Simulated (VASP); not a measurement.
# Au2Cl3 (P-3m1) in VASP: further runs, part 2 of 2

VASP 6.6.1. The steps go on from the part before.

## 3. Relaxation of cell and atoms, PBE

This run uses another cell than the first one, of 22.40 Å³/atom.

The input, INCAR:

```
PREC = Accurate
ENCUT = 600
EDIFF = 1E-7
ISMEAR = 0
SIGMA = 0.1
LREAL = False
LASPH = True
NELM = 80
ALGO = Normal
ISIF = 3
LWAVE = False
LCHARG = False
GGA = PE
IBRION = 2
NSW = 90
EDIFFG = -0.04
```

The input, KPOINTS:

```
regular mesh
0
Gamma
  6 6 4
```

The input, POSCAR:

```
Au2Cl3
1.0
    4.3640023320      0.0000000000      0.0000000000
   -2.1820011660      3.7793368817      0.0000000000
    0.0000000000      0.0000000000      6.7896787551
Au Cl
2 3
Direct
    0.3333333333      0.6666666667      0.2450000000
    0.6666666667      0.3333333333      0.7550000000
    0.0000000000      0.0000000000      0.0000000000
    0.3333333333      0.6666666667      0.6450000000
    0.6666666667      0.3333333333      0.3550000000
```

Potentials or basis: VASP PAW PBE potentials, release 64 (Au, Cl).

Command:

```bash
$ cat potpaw_PBE.64/Au/POTCAR potpaw_PBE.64/Cl/POTCAR > POTCAR
$ mpirun -np 1 vasp_std > vasp.out
```

OUTCAR:

```text
PREC = Accurate
   ENCUT = 600
   EDIFF = 1E-7
   ISMEAR = 0
   LREAL = False
   LASPH = True
   NELM = 80
   ISIF = 3
   GGA = PE
   IBRION = 2
   NSW = 90
   EDIFFG = -0.04

 ion  position               nearest neighbor table
   1  0.333  0.667  0.245-   5 2.63   5 2.63   5 2.63   4 2.72   3 3.02   3 3.02   3 3.02
   2  0.667  0.333  0.755-   4 2.63   4 2.63   4 2.63   5 2.72   3 3.02   3 3.02   3 3.02
   3  0.000  0.000  0.000-   1 3.02   2 3.02   2 3.02   1 3.02   2 3.02   1 3.02
   4  0.333  0.667  0.645-   2 2.63   2 2.63   2 2.63   1 2.72
   5  0.667  0.333  0.355-   1 2.63   1 2.63   1 2.63   2 2.72

  LATTYP: Found a hexagonal cell.
 ALAT       =     4.3640023320
 C/A-ratio  =     1.5558375634

  Lattice vectors:

 A1 = (   4.3640023320,   0.0000000000,   0.0000000000)
 A2 = (  -2.1820011660,   3.7793368817,   0.0000000000)
 A3 = (   0.0000000000,   0.0000000000,   6.7896787551)

Analysis of symmetry for initial positions (statically):
=====================================================================
 Subroutine PRICEL returns:
 Original cell was already a primitive cell.

 Routine SETGRP: Setting up the symmetry group for a
 hexagonal supercell.

 Subroutine GETGRP returns: Found 12 space group operations
 (whereof 12 operations were pure point group operations)
 out of a pool of 24 trial point group operations.

The static configuration has the point symmetry D_3d.

Analysis of symmetry for dynamics (positions and initial velocities):
=====================================================================
 Subroutine PRICEL returns:
 Original cell was already a primitive cell.

 Routine SETGRP: Setting up the symmetry group for a
 hexagonal supercell.

 Subroutine GETGRP returns: Found 12 space group operations
 (whereof 12 operations were pure point group operations)
 out of a pool of 24 trial point group operations.

The dynamic configuration has the point symmetry D_3d.

 Subroutine INISYM returns: Found 12 space group operations
 (whereof 12 operations are pure point group operations),
 and found     1 'primitive' translations

----------------------------------------------------------------------------------------

                                     Primitive cell

  volume of cell :     111.9824

  direct lattice vectors                    reciprocal lattice vectors
     4.364002332  0.000000000  0.000000000     0.229147449  0.132298341  0.000000000
    -2.182001166  3.779336882  0.000000000     0.000000000  0.264596682  0.000000000
     0.000000000  0.000000000  6.789678755     0.000000000  0.000000000  0.147282373

  length of vectors
     4.364002332  4.364002332  6.789678755     0.264596682  0.264596682  0.147282373

  position of ions in fractional coordinates (direct lattice)
     0.333333333  0.666666667  0.245000000
     0.666666667  0.333333333  0.755000000
     0.000000000  0.000000000  0.000000000
     0.333333333  0.666666667  0.645000000
     0.666666667  0.333333333  0.355000000

  ion indices of the primitive-cell ions
   primitive index   ion index
                 1           1
                 2           2
                 3           3
                 4           4
                 5           5

----------------------------------------------------------------------------------------

[... 29 lines left out ...]
  0.500000  0.000000  0.000000      3.000000
  0.166667  0.166667  0.000000      6.000000
  0.333333  0.166667  0.000000     12.000000
[... 16 lines left out ...]
  0.333333  0.166667  0.500000     12.000000
  0.333333  0.333333  0.500000      2.000000
   k-points           NKPTS =     24   k-points in BZ     NKDIM =     24   number of bands    NBANDS=     25
   number of dos      NEDOS =    301   number of ions     NIONS =      5
   total plane-waves  NPLWV =  69984
   dimension x,y,z NGX =    36 NGY =   36 NGZ =   54
   dimension x,y,z NGXF=    72 NGYF=   72 NGZF=  108
   ions per type =               2   3
   NGX,Y,Z   is equivalent  to a cutoff of  13.71, 13.71, 13.22 a.u.
   NGXF,Y,Z  is equivalent  to a cutoff of  27.43, 27.43, 26.44 a.u.
 SYSTEM =  unknown system
   PREC   = accura    normal or accurate (medium, high low for compatibility)
   ISTART =      0    job   : 0-new  1-cont  2-samecut
   ICHARG =      2    charge: 1-file 2-atom 10-const
   ISPIN  =      1    spin polarized calculation?
   LNONCOLLINEAR =      F non collinear calculations
   LSORBIT =      F    spin-orbit coupling
   LASPH  =      T    aspherical Exc in radial PAW
   ENCUT  =  600.0 eV  44.10 Ry    6.64 a.u.   8.72  8.72 13.56*2*pi/ulx,y,z
   NELM   =     80;   NELMIN=  2; NELMDL= -5     # of ELM steps
   EDIFF  = 0.1E-06   stopping-criterion for ELM
   LREAL  =      F    real-space projection
   EDIFFG = -.4E-01   stopping-criterion for IOM
   NSW    =     90    number of steps for IOM
   IBRION =      2    ionic relax: 0-MD 1-quasi-New 2-CG
   NFREE  =      1    steps in history (QN), initial steepest desc. (CG)
   ISIF   =      3    stress and relaxation
   ISYM   =      2    0-nonsym 1-usesym 2-fastsym
   POTIM  = 0.5000    time-step for ionic-motion
   TEBEG  =    0.0;   TEEND  =   0.0 temperature during run
   PSTRESS=    0.0 pullay stress
   NELECT =      43.0000    total number of electrons
   NUPDOWN=      -1.0000    fix difference up-down
   EMIN   =  10.00;   EMAX   =-10.00  energy-range for DOS
   EFERMI =   0.00;   METHOD = LEGACY
   ISMEAR =     0;   SIGMA  =   0.10  broadening in eV -4-tet -1-fermi 0-gaus
   EFERMI_NEDOS =   21; number of points for ismear=-14 and -15
   IALGO  =     38    algorithm
   IMIX   =      4    mixing-type and parameters
     AMIX     =   0.40;   BMIX     =  1.00
     AMIX_MAG =   1.60;   BMIX_MAG =  1.00
  volume/ion in A,a.u.               =      22.40       151.14
  Fermi-wavevector in a.u.,A,eV,Ry     =   1.189911  2.248605 19.264320  1.415888
  Thomas-Fermi vector in A             =   2.326007
   LORBIT       =      0    0 simple, 1 ext, 2 COOP (PROOUT), +10 PAW based schemes
   GGA     = PE    functional components
   LHFCALC =     F    Hartree Fock is set to
   AEXX    =    0.0000 exact exchange contribution
   IVDW    =     0    specifies the selected vdW correction
   LEPSILON=     F    determine dielectric tensor
   LRPA    =     F    only Hartree local field effects (RPA)
 conjugate gradient relaxation of ions
 non-spin polarized calculation
 Gauss-broadening in eV      SIGMA  =   0.10
  energy-cutoff  :      600.00
  volume of cell :      111.98
 maximum number of plane-waves:      3765
 NGX is ok and might be reduce to    36
   NGX = 17   NGY = 17   NGZ = 27

--------------------------------------- Ionic step        1  -------------------------------------------

 number of electron      43.0000000 magnetization

 Free energy of the ion-electron system (eV)
  ---------------------------------------------------
  ext. energy  EPLUGINS =         0.00000000
  ---------------------------------------------------
  free energy    TOTEN  =       -11.04318574 eV

  energy without entropy =      -11.00259381  energy(sigma->0) =      -11.02288977

------------------------ aborting loop because EDIFF is reached ----------------------------------------

  FORCE on cell =-STRESS in cart. coord.  units (eV):
  Direction    XX          YY          ZZ          XY          YZ          ZX
  --------------------------------------------------------------------------------------
  -------------------------------------------------------------------------------------
  Total       -0.9675649     -0.9675649      3.7418725      0.0000000      0.0000000      0.0000000
  in kB      -13.8433393    -13.8433393     53.5364735      0.0000000      0.0000000      0.0000000
  external PRESSURE =       8.6165983 kB  Pullay stress =       0.0000000 kB
[... 98 lines left out ...]
  FREE ENERGIE OF THE ION-ELECTRON SYSTEM (eV)
  ---------------------------------------------------
  free  energy   TOTEN  =       -11.6745867094 eV

  energy  without entropy=      -11.6527145458  energy(sigma->0) =      -11.66365063

[... ionic steps 4 to 11 ...]

--------------------------------------- Ionic step       12  -------------------------------------------

 number of electron      42.9999996 magnetization

------------------------ aborting loop because EDIFF is reached ----------------------------------------
[... 73 lines left out ...]
--------------------------------------- Ionic step       14  -------------------------------------------

 number of electron      42.9999986 magnetization

 Free energy of the ion-electron system (eV)
  ---------------------------------------------------
  ext. energy  EPLUGINS =         0.00000000
  ---------------------------------------------------
  free energy    TOTEN  =       -11.94526373 eV

  energy without entropy =      -11.93688667  energy(sigma->0) =      -11.94107520

 E-fermi :   2.6504     XC(G=0):  -9.1513

 val. band max:        2.6425705025   @ k =   0.3333   0.3333   0.5000
 cond. band min:       2.6858054048   @ k =   0.3333   0.3333   0.2500
 fundamental gap:      0.0432349023
 Fermi energy:         2.6503840975

 k-point     1 :       0.0000    0.0000    0.0000
  band No.  band energies     occupation
      1     -12.8501      2.00000
      2     -12.4025      2.00000
      3     -12.1161      2.00000
      4      -2.3883      2.00000
      5      -2.3688      2.00000
      6      -2.3688      2.00000
[... 693 lines left out ...]
  FREE ENERGIE OF THE ION-ELECTRON SYSTEM (eV)
  ---------------------------------------------------
  free  energy   TOTEN  =       -11.9452637265 eV

  energy  without entropy=      -11.9368866667  energy(sigma->0) =      -11.94107520

 reached required accuracy - stopping structural energy minimisation
```

Run time: 12 min. Hardware: 1 thread of AMD EPYC 7R13 (Zen 3), shared host; peak memory 0.25 GiB.

What came out:

- Free energy: -11.9453 eV
- Relaxed volume: 24.53 Å³/atom
- Relaxed cell: a = 4.072 Å, b = 4.072 Å, c = 8.538 Å, α = 90.00°, β = 90.00°, γ = 120.00°
- Space group after relaxing (to 0.1 Å): P-3m1 (No. 164)
- Energy gained by relaxing: 180.4 meV/atom
- Ionic steps: 14
- Pressure after relaxing: 0.0 GPa
- Largest force after relaxing: 0.024 eV/Å
- Band gap on the k mesh: zero (an odd number of electrons rules out a gap without spin polarisation)

Forces in eV/Å, atoms in the order of the input:
```
Au   0.000  0.000 -0.024
Au   0.000  0.000  0.024
Cl   0.000  0.000  0.000
Cl   0.000  0.000  0.022
Cl   0.000  0.000 -0.022
```

The path:
| step | energy change (eV) | largest force (eV/Å) | pressure (GPa) | volume (Å³) |
| --- | --- | --- | --- | --- |
| 1 | 0.0000 | 1.0885 | 0.86 | 111.98 |
| 2 | -0.2664 | 0.7655 | -0.37 | 113.87 |
| 3 | -0.6314 | 0.4105 | -0.91 | 117.72 |
| 4 | -0.6753 | 0.6129 | 2.77 | 123.46 |
| 5 | -0.7423 | 0.4902 | 1.02 | 121.61 |
| 6 | -0.7805 | 0.3242 | -1.59 | 128.15 |
| 7 | -0.7828 | 0.3567 | -1.14 | 126.85 |
| 8 | -0.8363 | 0.2936 | -0.94 | 125.77 |
| 9 | -0.8962 | 0.1231 | -0.50 | 123.36 |
| 10 | -0.8965 | 0.1351 | -0.47 | 123.18 |
| 11 | -0.8937 | 0.0752 | 0.95 | 120.36 |
| 12 | -0.8992 | 0.0615 | 0.09 | 122.00 |
| 13 | -0.9005 | 0.0509 | 0.07 | 122.17 |
| 14 | -0.9021 | 0.0245 | -0.01 | 122.63 |

Final structure:
```
Au Cl
1.0
     4.07238    0.00000    0.00000
    -2.03619    3.52679    0.00000
     0.00000    0.00000    8.53799
Au Cl
2 3
Cartesian
  0.0000 2.3512 1.6211
  2.0362 1.1756 6.9169
  0.0000 0.0000 0.0000
  0.0000 2.3512 5.8943
  2.0362 1.1756 2.6437
```

Caveat: a cell axis changed by over 15 % at a fixed basis, so the end point is rough; spin-orbit coupling is left out, which moves the levels of the heavy elements; an odd number of electrons without spin polarisation forces a metal; a magnetic or distorted state may lie lower.
